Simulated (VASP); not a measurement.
# BP (F-43m) in VASP: a series of runs, part 2 of 2

VASP 6.6.1.

**4. Single point, PBEsol**

This run uses another cell than the first one, of 11.54 Å³/atom, 0.989 times its volume.

INCAR

```
PREC = Accurate
ENCUT = 520
EDIFF = 1E-7
ISMEAR = -1
SIGMA = 0.02
LREAL = False
LASPH = True
NELM = 100
ALGO = Normal
ISIF = 2
LWAVE = False
LCHARG = True
GGA = PS
LELF = True
LVHAR = True
NBANDS = 11
```

KPOINTS

```
regular mesh
0
Gamma
  8 8 8
```

POSCAR

```
BP
1.0
    0.0000000000      2.2600994476      2.2600994476
    2.2600994476      0.0000000000      2.2600994476
    2.2600994476      2.2600994476      0.0000000000
B P
1 1
Direct
    0.0000000000      0.0000000000      0.0000000000
    0.2500000000      0.2500000000      0.2500000000
```

Potentials or basis: VASP PAW PBE potentials, release 64 (B, P).

On the command line:

```console
$ cat potpaw_PBE.64/B/POTCAR potpaw_PBE.64/P/POTCAR > POTCAR
$ mpirun -np 1 vasp_std > vasp.out
```

OUTCAR:

```text
PREC = Accurate
   ENCUT = 520
   EDIFF = 1E-7
   ISMEAR = -1
   LREAL = False
   LASPH = True
   NELM = 100
   ISIF = 2
   GGA = PS

 ion  position               nearest neighbor table
   1  0.000  0.000  0.000-   2 1.96   2 1.96   2 1.96   2 1.96
   2  0.250  0.250  0.250-   1 1.96   1 1.96   1 1.96   1 1.96

  LATTYP: Found a face centered cubic cell.
 ALAT       =     4.5201988952

  Lattice vectors:

 A1 = (   0.0000000000,   2.2600994476,   2.2600994476)
 A2 = (   2.2600994476,   0.0000000000,   2.2600994476)
 A3 = (   2.2600994476,   2.2600994476,   0.0000000000)

Analysis of symmetry for initial positions (statically):
=====================================================================
 Subroutine PRICEL returns:
 Original cell was already a primitive cell.

 Routine SETGRP: Setting up the symmetry group for a
 face centered cubic supercell.

 Subroutine GETGRP returns: Found 24 space group operations
 (whereof 24 operations were pure point group operations)
 out of a pool of 48 trial point group operations.

The static configuration has the point symmetry T_d .

Analysis of symmetry for dynamics (positions and initial velocities):
=====================================================================
 Subroutine PRICEL returns:
 Original cell was already a primitive cell.

 Routine SETGRP: Setting up the symmetry group for a
 face centered cubic supercell.

 Subroutine GETGRP returns: Found 24 space group operations
 (whereof 24 operations were pure point group operations)
 out of a pool of 48 trial point group operations.

The dynamic configuration has the point symmetry T_d .

 Subroutine INISYM returns: Found 24 space group operations
 (whereof 24 operations are pure point group operations),
 and found     1 'primitive' translations

----------------------------------------------------------------------------------------

                                     Primitive cell

  volume of cell :      23.0894

  direct lattice vectors                    reciprocal lattice vectors
     0.000000000  2.260099448  2.260099448    -0.221229203  0.221229203  0.221229203
     2.260099448  0.000000000  2.260099448     0.221229203 -0.221229203  0.221229203
     2.260099448  2.260099448  0.000000000     0.221229203  0.221229203 -0.221229203

  length of vectors
     3.196263291  3.196263291  3.196263291     0.383180220  0.383180220  0.383180220

  position of ions in fractional coordinates (direct lattice)
     0.000000000  0.000000000  0.000000000
     0.250000000  0.250000000  0.250000000

  ion indices of the primitive-cell ions
   primitive index   ion index
                 1           1
                 2           2

----------------------------------------------------------------------------------------

 KPOINTS: regular mesh

Automatic generation of k-mesh.
 Grid dimensions read from file:
 generate k-points for:    8    8    8

 Generating k-lattice:

  Cartesian coordinates                     Fractional coordinates (reciprocal lattice)
    -0.027653650  0.027653650  0.027653650     0.125000000  0.000000000  0.000000000
     0.027653650 -0.027653650  0.027653650     0.000000000  0.125000000  0.000000000
     0.027653650  0.027653650 -0.027653650     0.000000000  0.000000000  0.125000000

  Length of vectors
     0.047897528  0.047897528  0.047897528

  Shift w.r.t. Gamma in fractional coordinates (k-lattice)
     0.000000000  0.000000000  0.000000000

 Subroutine IBZKPT returns following result:
 ===========================================

 Found     29 irreducible k-points:

 Following reciprocal coordinates:
            Coordinates               Weight
  0.000000  0.000000  0.000000      1.000000
  0.125000  0.000000  0.000000      8.000000
  0.250000  0.000000  0.000000      8.000000
  0.375000  0.000000  0.000000      8.000000
  0.500000  0.000000  0.000000      4.000000
  0.125000  0.125000  0.000000      6.000000
[... 16 lines left out ...]
  0.500000  0.250000  0.125000     48.000000
 -0.375000  0.250000  0.125000     24.000000
 [... further k-points ...]
   k-points           NKPTS =     29   k-points in BZ     NKDIM =     29   number of bands    NBANDS=     11
   number of dos      NEDOS =    301   number of ions     NIONS =      2
   total plane-waves  NPLWV =  13824
   dimension x,y,z NGX =    24 NGY =   24 NGZ =   24
   dimension x,y,z NGXF=    48 NGYF=   48 NGZF=   48
   ions per type =               1   1
   NGX,Y,Z   is equivalent  to a cutoff of  12.48, 12.48, 12.48 a.u.
   NGXF,Y,Z  is equivalent  to a cutoff of  24.97, 24.97, 24.97 a.u.
 SYSTEM =  unknown system
   PREC   = accura    normal or accurate (medium, high low for compatibility)
   ISTART =      0    job   : 0-new  1-cont  2-samecut
   ICHARG =      2    charge: 1-file 2-atom 10-const
   ISPIN  =      1    spin polarized calculation?
   LNONCOLLINEAR =      F non collinear calculations
   LSORBIT =      F    spin-orbit coupling
   LASPH  =      T    aspherical Exc in radial PAW
   ENCUT  =  520.0 eV  38.22 Ry    6.18 a.u.   5.94  5.94  5.94*2*pi/ulx,y,z
   NELM   =    100;   NELMIN=  2; NELMDL= -5     # of ELM steps
   EDIFF  = 0.1E-06   stopping-criterion for ELM
   LREAL  =      F    real-space projection
   EDIFFG = 0.1E-05   stopping-criterion for IOM
   NSW    =      0    number of steps for IOM
   IBRION =     -1    ionic relax: 0-MD 1-quasi-New 2-CG
   NFREE  =      0    steps in history (QN), initial steepest desc. (CG)
   ISIF   =      2    stress and relaxation
   ISYM   =      2    0-nonsym 1-usesym 2-fastsym
   POTIM  = 0.5000    time-step for ionic-motion
   TEBEG  =    0.0;   TEEND  =   0.0 temperature during run
   PSTRESS=    0.0 pullay stress
   NELECT =       8.0000    total number of electrons
   NUPDOWN=      -1.0000    fix difference up-down
   EMIN   =  10.00;   EMAX   =-10.00  energy-range for DOS
   EFERMI =   0.00;   METHOD = LEGACY
   ISMEAR =    -1;   SIGMA  =   0.02  broadening in eV -4-tet -1-fermi 0-gaus
   EFERMI_NEDOS =   21; number of points for ismear=-14 and -15
   IALGO  =     38    algorithm
   IMIX   =      4    mixing-type and parameters
     AMIX     =   0.40;   BMIX     =  1.00
     AMIX_MAG =   1.60;   BMIX_MAG =  1.00
  volume/ion in A,a.u.               =      11.54        77.91
  Fermi-wavevector in a.u.,A,eV,Ry     =   1.149831  2.172865 17.988411  1.322111
  Thomas-Fermi vector in A             =   2.286498
   LORBIT       =      0    0 simple, 1 ext, 2 COOP (PROOUT), +10 PAW based schemes
   GGA     = PS    functional components
   LHFCALC =     F    Hartree Fock is set to
   AEXX    =    0.0000 exact exchange contribution
   IVDW    =     0    specifies the selected vdW correction
   LEPSILON=     F    determine dielectric tensor
   LRPA    =     F    only Hartree local field effects (RPA)
 non-spin polarized calculation
  energy-cutoff  :      520.00
  volume of cell :       23.09
 maximum number of plane-waves:       636
   NGX = 11   NGY = 11   NGZ = 11

 number of electron       8.0000001 magnetization

 Free energy of the ion-electron system (eV)
  ---------------------------------------------------
  ext. energy  EPLUGINS =         0.00000000
  ---------------------------------------------------
  free energy    TOTEN  =       -13.67158306 eV

  energy without entropy =      -13.67158306  energy(sigma->0) =      -13.67158306

 E-fermi :   8.0031     XC(G=0): -11.0952

 val. band max:        7.5463614653   @ k =   0.0000   0.0000   0.0000
 cond. band min:       8.6954591257   @ k =   0.3750   0.3750   0.0000
 fundamental gap:      1.1490976604
 Fermi energy:         8.0031479108

 k-point     1 :       0.0000    0.0000    0.0000
  band No.  band energies     occupation
      1      -8.0578      2.00000
      2       7.5464      2.00000
      3       7.5464      2.00000
      4       7.5464      2.00000
      5      10.9203      0.00000
      6      10.9203      0.00000
      7      10.9203      0.00000
      8      15.0682      0.00000
      9      18.8696      0.00000
     10      19.7021      0.00000
     11      19.7021      0.00000
[... 309 lines left out ...]
 k-point    24 :      -0.3750    0.2500    0.1250
  band No.  band energies     occupation
      1      -3.9947      2.00000
      2      -1.0260      2.00000
      3       2.9504      2.00000
      4       4.3620      2.00000
      5      11.6458      0.00000
      6      12.7203      0.00000
      7      15.8966      0.00000
      8      17.3416      0.00000
      9      17.9578      0.00000
     10      21.9978      0.00000
     11      24.3047      0.00000

 [... further k-points ...]

------------------------ aborting loop because EDIFF is reached ----------------------------------------

  FORCE on cell =-STRESS in cart. coord.  units (eV):
  Direction    XX          YY          ZZ          XY          YZ          ZX
  --------------------------------------------------------------------------------------
  -------------------------------------------------------------------------------------
  Total        0.0166291      0.0166291      0.0166291      0.0000000      0.0000000     -0.0000000
  in kB        1.1538973      1.1538973      1.1538973      0.0000000      0.0000000     -0.0000000
  external PRESSURE =       1.1538973 kB  Pullay stress =       0.0000000 kB

 VOLUME and BASIS-vectors are now :
 -----------------------------------------------------------------------------
  energy-cutoff  :      520.00
  volume of cell :       23.09
      direct lattice vectors                 reciprocal lattice vectors
     0.000000000  2.260099448  2.260099448    -0.221229203  0.221229203  0.221229203
     2.260099448  0.000000000  2.260099448     0.221229203 -0.221229203  0.221229203
     2.260099448  2.260099448  0.000000000     0.221229203  0.221229203 -0.221229203

 POSITION                                       TOTAL-FORCE (eV/Angst)
 -----------------------------------------------------------------------------------
      0.00000      0.00000      0.00000        -0.000000     -0.000000     -0.000000
      1.13005      1.13005      1.13005         0.000000      0.000000      0.000000
 -----------------------------------------------------------------------------------
    total drift:                                0.000000      0.000000      0.000000

  FREE ENERGIE OF THE ION-ELECTRON SYSTEM (eV)
  ---------------------------------------------------
  free  energy   TOTEN  =       -13.6715830612 eV

  energy  without entropy=      -13.6715830612  energy(sigma->0) =      -13.67158306
```

stdout:

```text
POSCAR found type information on POSCAR B P
 POSCAR found :  2 types and       2 ions
 scaLAPACK will be used
 -----------------------------------------------------------------------------
|                                                                             |
|                                                                             |
|     You enforced a specific xc type in the INCAR file but a different       |
|     I HOPE YOU KNOW WHAT YOU ARE DOING!                                     |
|                                                                             |
 -----------------------------------------------------------------------------

 LDA part: xc-table for (Slater+PW92), standard interpolation
 POSCAR, INCAR and KPOINTS ok, starting setup
 FFT: planning ... GRIDC
 FFT: planning ... GRID_SOFT
 FFT: planning ... GRID
 WAVECAR not read
 entering main loop
```

Run time: 8.3 s. Hardware: 1 thread of Intel Xeon 8259CL, shared host; peak memory 0.14 GiB.

Results:

* Free energy: -13.6716 eV
* Pressure: 0.1 GPa
* Band gap on the k mesh: 1.15 eV, indirect (least direct gap 3.37 eV)

Caveat: the PAW data sets were made with another functional, which shifts forces and pressure a little. A k mesh can miss the band edges.

**5. Single point, LDA**

This run uses another cell than the first one, of 11.32 Å³/atom, 0.970 times its volume.

INCAR

```
SYSTEM = BP
  ALGO = Normal
  EDIFF = 1E-7
  ENCUT = 520
  GGA = CA
  ISIF = 2
  ISMEAR = -1
  LASPH = .TRUE.
  LCHARG = .TRUE.
  LELF = .TRUE.
  LREAL = .FALSE.
  LVHAR = .TRUE.
  LWAVE = .FALSE.
  NBANDS = 11
  NELM = 100
  PREC = Accurate
  SIGMA = 0.02
```

KPOINTS

```
k-points
0
G
  8 8 8
  0 0 0
```

POSCAR

```
BP
1.0
    0.0000000000      2.2454955122      2.2454955122
    2.2454955122      0.0000000000      2.2454955122
    2.2454955122      2.2454955122      0.0000000000
B P
1 1
Direct
    0.0000000000      0.0000000000      0.0000000000
    0.2500000000      0.2500000000      0.2500000000
```

Potentials or basis: VASP PAW LDA potentials, release 64 (B, P).

On the command line:

```console
$ cat potpaw_LDA.64/B/POTCAR potpaw_LDA.64/P/POTCAR > POTCAR
$ mpirun -np 1 vasp_std > vasp.out
```

Wall time 7.2 s (1 thread of Intel Xeon 8259CL, shared host); peak memory 0.12 GiB.

It converged, with:

| Quantity | Value |
| --- | --- |
| Free energy | -14.3974 eV |
| Pressure | -0.2 GPa |
| Band gap on the k mesh | 1.18 eV, indirect (least direct gap 3.43 eV) |

Levels at points of the mesh, in eV from the valence-band top:
| k point | band 1 | band 2 | band 3 | band 4 | band 5 | band 6 | band 7 | band 8 | band 9 |
| --- | --- | --- | --- | --- | --- | --- | --- | --- | --- |
| (0.00, 0.00, 0.00) | -15.67 | 0.00 | 0.00 | 0.00 | 3.43 | 3.43 | 3.43 | 7.85 | 11.48 |
| (0.50, 0.00, 0.00) | -12.22 | -9.23 | -1.79 | -1.79 | 3.97 | 4.70 | 4.70 | 10.03 | 14.78 |
| (0.50, 0.50, 0.00) | -10.67 | -8.65 | -4.22 | -4.22 | 1.24 | 1.53 | 12.29 | 12.29 | 15.36 |

**6. Single point, PBE**

INCAR

```
SYSTEM = BP
PREC     = Accurate       ! precision mode
ENCUT    = 520            ! plane-wave cutoff, eV
EDIFF    = 1E-7           ! SCF threshold, eV
ISMEAR   = -1             ! smearing method
SIGMA    = 0.02           ! smearing width, eV
LREAL    = .FALSE.        ! projectors in reciprocal space
LASPH    = .TRUE.         ! aspherical terms in the spheres
NELM     = 80             ! most SCF steps
ALGO     = Normal         ! electronic algorithm
ISIF     = 2              ! what is computed and relaxed
LWAVE    = .FALSE.        ! write WAVECAR
LCHARG   = .FALSE.        ! write CHGCAR
GGA      = PE             ! functional
NBANDS   = 11             ! bands
```

KPOINTS

```
regular mesh
0
G
  10 10 10
  0 0 0
```

POSCAR

```
BP
1.0
    0.0000000000      2.2683155811      2.2683155811
    2.2683155811      0.0000000000      2.2683155811
    2.2683155811      2.2683155811      0.0000000000
B P
1 1
Direct
    0.0000000000      0.0000000000      0.0000000000
    0.2500000000      0.2500000000      0.2500000000
```

Potentials or basis: VASP PAW PBE potentials, release 64 (B, P).

On the command line:

```console
$ cat potpaw_PBE.64/B/POTCAR potpaw_PBE.64/P/POTCAR > POTCAR
$ mpirun -np 1 vasp_std > vasp.out
```

Wall time 10 s (1 thread of Intel Xeon 8259CL, shared host); peak memory 0.13 GiB.

It converged, with:

```yaml
Free_energy: -12.9303 eV
Pressure: 1.0 GPa
Band_gap_on_the_k_mesh: 1.24 eV, indirect (least direct gap 3.40 eV)
```

Levels at points of the mesh, in eV from the valence-band top:
| k point | band 1 | band 2 | band 3 | band 4 | band 5 | band 6 | band 7 | band 8 | band 9 |
| --- | --- | --- | --- | --- | --- | --- | --- | --- | --- |
| (0.00, 0.00, 0.00) | -15.47 | 0.00 | 0.00 | 0.00 | 3.40 | 3.40 | 3.40 | 7.39 | 11.52 |
| (0.50, 0.00, 0.00) | -12.14 | -9.04 | -1.76 | -1.76 | 3.79 | 4.71 | 4.71 | 10.13 | 14.63 |
| (0.50, 0.50, 0.00) | -10.61 | -8.59 | -4.12 | -4.12 | 1.33 | 1.66 | 12.13 | 12.13 | 15.24 |

A k mesh can miss the band edges.

**7. Summary**

| level | potentials or basis | cell | k mesh | smearing | gap on the mesh (eV) | pressure (GPa) |
| --- | --- | --- | --- | --- | --- | --- |
| PBE | VASP PAW PBE potentials, release 64 (B, P) | a = 3.208 Å, angles 60.0°, 2 atoms | 6 × 6 × 6 | gaussian 0.01 eV | 1.33 | 1.2 |
| PBE | VASP PAW PBE potentials, release 64 (B, P) | a = 3.216 Å, angles 60.0°, 2 atoms | 8 × 8 × 8 | fermi-dirac 0.02 eV | 1.28 | -0.2 |
| PBEsol | VASP PAW PBE potentials, release 64 (B, P) | a = 3.196 Å, angles 60.0°, 2 atoms | 8 × 8 × 8 | fermi-dirac 0.02 eV | 1.15 | 0.1 |
| LDA | VASP PAW LDA potentials, release 64 (B, P) | a = 3.176 Å, angles 60.0°, 2 atoms | 8 × 8 × 8 | fermi-dirac 0.02 eV | 1.18 | -0.2 |
| PBE | VASP PAW PBE potentials, release 64 (B, P) | a = 3.208 Å, angles 60.0°, 2 atoms | 10 × 10 × 10 | fermi-dirac 0.02 eV | 1.24 | 1.0 |

Alike in all rows: task single point; no spin polarisation; cutoff (eV) 520.

Caveats: the PAW data sets were made with another functional, which shifts forces and pressure a little (some runs).

Absolute energies hang on the potentials; compare differences alone.
